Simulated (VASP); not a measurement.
# Sn (Fd-3m) in VASP: a series of runs, part 2 of 2

VASP 6.6.1. Earlier steps stand in the parts before.

**4. Electric field gradients, PBEsol (35.56 Å³/atom)**

This run uses another cell than the first one, of 35.56 Å³/atom.

The input, INCAR:

```
SYSTEM = Sn
  PREC = Accurate
  ENCUT = 520
  EDIFF = 1E-8
  ISMEAR = -1
  SIGMA = 0.05
  LREAL = .False.
  LASPH = .True.
  NELM = 100
  ALGO = Normal
  ISIF = 2
  LWAVE = .False.
  LCHARG = .False.
  GGA = PS
  LEFG = .True.
  NBANDS = 21
```

The input, KPOINTS:

```
regular mesh
0
Gamma
  11 11 11
  0 0 0
```

The input, POSCAR:

```
Sn
1.0
    0.0000000000      3.2883101610      3.2883101610
    3.2883101610      0.0000000000      3.2883101610
    3.2883101610      3.2883101610      0.0000000000
Sn
2
Direct
    0.5000000000      0.5000000000      0.5000000000
    0.7500000000      0.7500000000      0.7500000000
```

Potentials or basis: VASP PAW PBE potentials, release 64 (Sn_d).

Run with:

```
cat potpaw_PBE.64/Sn_d/POTCAR > POTCAR
mpirun -np 1 vasp_std > vasp.out
```

OUTCAR:

```text
SYSTEM = Sn
   PREC = Accurate
   ENCUT = 520
   EDIFF = 1E-8
   ISMEAR = -1
   LREAL = .False.
   LASPH = .True.
   NELM = 100
   ISIF = 2
   GGA = PS

 ion  position               nearest neighbor table
   1  0.500  0.500  0.500-   2 2.85   2 2.85   2 2.85   2 2.85
   2  0.750  0.750  0.750-   1 2.85   1 2.85   1 2.85   1 2.85

  LATTYP: Found a face centered cubic cell.
 ALAT       =     6.5766203220

  Lattice vectors:

 A1 = (   0.0000000000,   3.2883101610,   3.2883101610)
 A2 = (   3.2883101610,   0.0000000000,   3.2883101610)
 A3 = (   3.2883101610,   3.2883101610,   0.0000000000)

Analysis of symmetry for initial positions (statically):
=====================================================================
 Subroutine PRICEL returns:
 Original cell was already a primitive cell.

 Routine SETGRP: Setting up the symmetry group for a
 face centered cubic supercell.

 Subroutine GETGRP returns: Found 48 space group operations
 (whereof 24 operations were pure point group operations)
 out of a pool of 48 trial point group operations.

The static configuration has the point symmetry T_d .
 The point group associated with its full space group is O_h .

Analysis of symmetry for dynamics (positions and initial velocities):
=====================================================================
 Subroutine PRICEL returns:
 Original cell was already a primitive cell.

 Routine SETGRP: Setting up the symmetry group for a
 face centered cubic supercell.

 Subroutine GETGRP returns: Found 48 space group operations
 (whereof 24 operations were pure point group operations)
 out of a pool of 48 trial point group operations.

The dynamic configuration has the point symmetry T_d .
 The point group associated with its full space group is O_h .

 Subroutine INISYM returns: Found 48 space group operations
 (whereof 24 operations are pure point group operations),
 and found     1 'primitive' translations

----------------------------------------------------------------------------------------

                                     Primitive cell

  volume of cell :      71.1129

  direct lattice vectors                    reciprocal lattice vectors
     0.000000000  3.288310161  3.288310161    -0.152053783  0.152053783  0.152053783
     3.288310161  0.000000000  3.288310161     0.152053783 -0.152053783  0.152053783
     3.288310161  3.288310161  0.000000000     0.152053783  0.152053783 -0.152053783

  length of vectors
     4.650372827  4.650372827  4.650372827     0.263364878  0.263364878  0.263364878

  position of ions in fractional coordinates (direct lattice)
     0.500000000  0.500000000  0.500000000
     0.750000000  0.750000000  0.750000000

  ion indices of the primitive-cell ions
   primitive index   ion index
                 1           1
                 2           2

----------------------------------------------------------------------------------------
[... 73 lines left out ...]
   NSW    =      0    number of steps for IOM
   IBRION =     -1    ionic relax: 0-MD 1-quasi-New 2-CG
   NFREE  =      0    steps in history (QN), initial steepest desc. (CG)
   ISIF   =      2    stress and relaxation
   ISYM   =      2    0-nonsym 1-usesym 2-fastsym
   POTIM  = 0.5000    time-step for ionic-motion
   TEBEG  =    0.0;   TEEND  =   0.0 temperature during run
   PSTRESS=    0.0 pullay stress
   NELECT =      28.0000    total number of electrons
   NUPDOWN=      -1.0000    fix difference up-down
   EMIN   =  10.00;   EMAX   =-10.00  energy-range for DOS
   EFERMI =   0.00;   METHOD = LEGACY
   ISMEAR =    -1;   SIGMA  =   0.05  broadening in eV -4-tet -1-fermi 0-gaus
   EFERMI_NEDOS =   21; number of points for ismear=-14 and -15
   IALGO  =     38    algorithm
   IMIX   =      4    mixing-type and parameters
     AMIX     =   0.40;   BMIX     =  1.00
     AMIX_MAG =   1.60;   BMIX_MAG =  1.00
  volume/ion in A,a.u.               =      35.56       239.95
  Fermi-wavevector in a.u.,A,eV,Ry     =   1.199899  2.267481 19.589095  1.439758
  Thomas-Fermi vector in A             =   2.335749
   LORBIT       =      0    0 simple, 1 ext, 2 COOP (PROOUT), +10 PAW based schemes
   GGA     = PS    functional components
   LHFCALC =     F    Hartree Fock is set to
   AEXX    =    0.0000 exact exchange contribution
   IVDW    =     0    specifies the selected vdW correction
   LEPSILON=     F    determine dielectric tensor
   LRPA    =     F    only Hartree local field effects (RPA)
 non-spin polarized calculation
  energy-cutoff  :      520.00
  volume of cell :       71.11
 maximum number of plane-waves:      1930
   NGX = 17   NGY = 17   NGZ = 17

 number of electron      27.9999985 magnetization

 Free energy of the ion-electron system (eV)
  ---------------------------------------------------
  ext. energy  EPLUGINS =         0.00000000
  ---------------------------------------------------
  free energy    TOTEN  =        -8.46292850 eV

  energy without entropy =       -8.46081097  energy(sigma->0) =       -8.46186974

 E-fermi :   5.0404     XC(G=0):  -8.8928

 val. band max:        5.0056606477   @ k =   0.0909   0.0000   0.0000
 cond. band min:       5.0533028594   @ k =   0.3636   0.0000   0.0000
 fundamental gap:      0.0476422117
 Fermi energy:         5.0403867273

 k-point     1 :       0.0000    0.0000    0.0000
  band No.  band energies     occupation
      1     -16.4504      2.00000
      2     -16.4504      2.00000
      3     -16.4504      2.00000
      4     -16.3954      2.00000
      5     -16.3954      2.00000
      6     -16.1152      2.00000
[... 565 lines left out ...]
     20      12.4523      0.00000
     21      12.7432      0.00000

 [... further k-points ...]

------------------------ aborting loop because EDIFF is reached ----------------------------------------

  FORCE on cell =-STRESS in cart. coord.  units (eV):
  Direction    XX          YY          ZZ          XY          YZ          ZX
  --------------------------------------------------------------------------------------
  -------------------------------------------------------------------------------------
  Total       -0.3173568     -0.3173568     -0.3173568      0.0000000      0.0000000     -0.0000000
  in kB       -7.1500658     -7.1500658     -7.1500658      0.0000000      0.0000000     -0.0000000
  external PRESSURE =      -7.1500658 kB  Pullay stress =       0.0000000 kB

 VOLUME and BASIS-vectors are now :
 -----------------------------------------------------------------------------
  energy-cutoff  :      520.00
  volume of cell :       71.11
      direct lattice vectors                 reciprocal lattice vectors
     0.000000000  3.288310161  3.288310161    -0.152053783  0.152053783  0.152053783
     3.288310161  0.000000000  3.288310161     0.152053783 -0.152053783  0.152053783
     3.288310161  3.288310161  0.000000000     0.152053783  0.152053783 -0.152053783

 POSITION                                       TOTAL-FORCE (eV/Angst)
 -----------------------------------------------------------------------------------
      3.28831      3.28831      3.28831        -0.000000      0.000000     -0.000000
      4.93247      4.93247      4.93247         0.000000     -0.000000      0.000000
 -----------------------------------------------------------------------------------
    total drift:                                0.000000      0.000000      0.000000

  FREE ENERGIE OF THE ION-ELECTRON SYSTEM (eV)
  ---------------------------------------------------
  free  energy   TOTEN  =        -8.4629285009 eV

  energy  without entropy=       -8.4608109704  energy(sigma->0) =       -8.46186974

 Electric field gradients (V/A^2)
---------------------------------------------------------------------
 ion       V_xx      V_yy      V_zz      V_xy      V_xz      V_yz
---------------------------------------------------------------------
   1      -0.000    -0.000    -0.000     0.002     0.002     0.002
   2      -0.000    -0.000    -0.000     0.002     0.002     0.002
---------------------------------------------------------------------

 Electric field gradients after diagonalization (V/A^2)
 (convention: |V_zz| > |V_xx| > |V_yy|)
----------------------------------------------------------------------
 ion       V_xx      V_yy      V_zz     asymmetry (V_yy - V_xx)/ V_zz
----------------------------------------------------------------------
   1      -0.002    -0.002     0.003       0.000
   2      -0.002    -0.002     0.003       0.000
----------------------------------------------------------------------

           NMR quadrupolar parameters

 Cq : quadrupolar parameter    Cq=e*Q*V_zz/h
 eta: asymmetry parameters     (V_yy - V_xx)/ V_zz
 Q  : nuclear electric quadrupole moment in mb (millibarn)
----------------------------------------------------------------------
 ion       Cq(MHz)       eta       Q (mb)
----------------------------------------------------------------------
   1       0.000       0.000       1.000
   2       0.000       0.000       1.000
----------------------------------------------------------------------
```

OSZICAR:

```text
N       E                     dE             d eps       ncg     rms          rms(c)
DAV:   1     0.227529237246E+03    0.22753E+03   -0.14820E+04  2367   0.192E+03
DAV:   2     0.162774915324E+02   -0.21125E+03   -0.20683E+03  2367   0.442E+02
DAV:   3    -0.775290731860E+01   -0.24030E+02   -0.23900E+02  2782   0.140E+02
DAV:   4    -0.853024561584E+01   -0.77734E+00   -0.77704E+00  2667   0.284E+01
DAV:   5    -0.855686923333E+01   -0.26624E-01   -0.26623E-01  3445   0.512E+00    0.308E+00
DAV:   6    -0.849258670914E+01    0.64283E-01   -0.39307E-02  3185   0.259E+00    0.175E+00
DAV:   7    -0.846177926068E+01    0.30807E-01   -0.49576E-02  2877   0.246E+00    0.163E-01
DAV:   8    -0.846265765852E+01   -0.87840E-03   -0.69811E-03  2622   0.989E-01    0.506E-02
DAV:   9    -0.846291867425E+01   -0.26102E-03   -0.39219E-04  2933   0.166E-01    0.108E-02
DAV:  10    -0.846292678447E+01   -0.81102E-05   -0.16371E-05  2939   0.298E-02    0.536E-03
DAV:  11    -0.846292860916E+01   -0.18247E-05   -0.29223E-06  2640   0.121E-02    0.587E-04
DAV:  12    -0.846292850941E+01    0.99752E-07   -0.18846E-07  2857   0.496E-03    0.306E-04
DAV:  13    -0.846292848988E+01    0.19527E-07   -0.13897E-08  2115   0.845E-04    0.521E-05
DAV:  14    -0.846292850041E+01   -0.10521E-07   -0.13506E-09  1556   0.353E-04    0.144E-05
DAV:  15    -0.846292850086E+01   -0.45202E-09   -0.47627E-10  1446   0.254E-04
   1 F= -.84629285E+01 E0= -.84618697E+01  d E =-.211753E-02
```

stdout:

```text
POSCAR found type information on POSCAR Sn
 POSCAR found :  1 types and       2 ions
 scaLAPACK will be used
 -----------------------------------------------------------------------------
|                                                                             |
|                                                                             |
|     You enforced a specific xc type in the INCAR file but a different       |
|     I HOPE YOU KNOW WHAT YOU ARE DOING!                                     |
|                                                                             |
 -----------------------------------------------------------------------------

 LDA part: xc-table for (Slater+PW92), standard interpolation
 POSCAR, INCAR and KPOINTS ok, starting setup
 FFT: planning ... GRIDC
 FFT: planning ... GRID_SOFT
 FFT: planning ... GRID
 WAVECAR not read
 entering main loop
ion   1

ion   2
```

Wall time 50 s (1 thread of AMD EPYC 9R45 (Zen 5), shared host); peak memory 0.2 GiB.

Results:

```yaml
Free_energy: -8.4629 eV
Pressure: -0.7 GPa
Band_gap_on_the_k_mesh: zero (bands 14 and 15 overlap by 0.21 eV)
Largest_electric_field_gradient_by_atom: under 0.05 V/Å² on every atom
```

Levels at points of the mesh, in eV from the Fermi level:
| k point | band 10 | band 11 | band 12 | band 13 | band 14 | band 15 | band 16 | band 17 | band 18 | band 19 |
| --- | --- | --- | --- | --- | --- | --- | --- | --- | --- | --- |
| (0.00, 0.00, 0.00) | -21.15 | -10.33 | -0.93 | 0.12 | 0.12 | 0.12 | 2.18 | 2.18 | 2.18 | 4.86 |

Caveat: the PAW data sets were made with another functional, which shifts forces and pressure a little; spin-orbit coupling is left out, which moves the levels of the heavy elements.

**5. The runs side by side**

```csv
cell,gap on the mesh (eV),pressure (GPa)
"a = 4.559 Å, angles 60.0°, 2 atoms",none,1.9
"a = 4.605 Å, angles 60.0°, 2 atoms",none,0.5
"a = 4.650 Å, angles 60.0°, 2 atoms",none,-0.7
```

Alike in all rows: task electric field gradients; level PBEsol; potentials or basis VASP PAW PBE potentials, release 64 (Sn_d); no spin polarisation; k mesh 11 × 11 × 11; cutoff (eV) 520; smearing fermi-dirac 0.05 eV.

Caveats: the PAW data sets were made with another functional, which shifts forces and pressure a little; spin-orbit coupling is left out, which moves the levels of the heavy elements.

Absolute energies hang on the potentials; compare differences alone.

The gap in the log of VASP goes by the Fermi energy; the results here count the filled bands.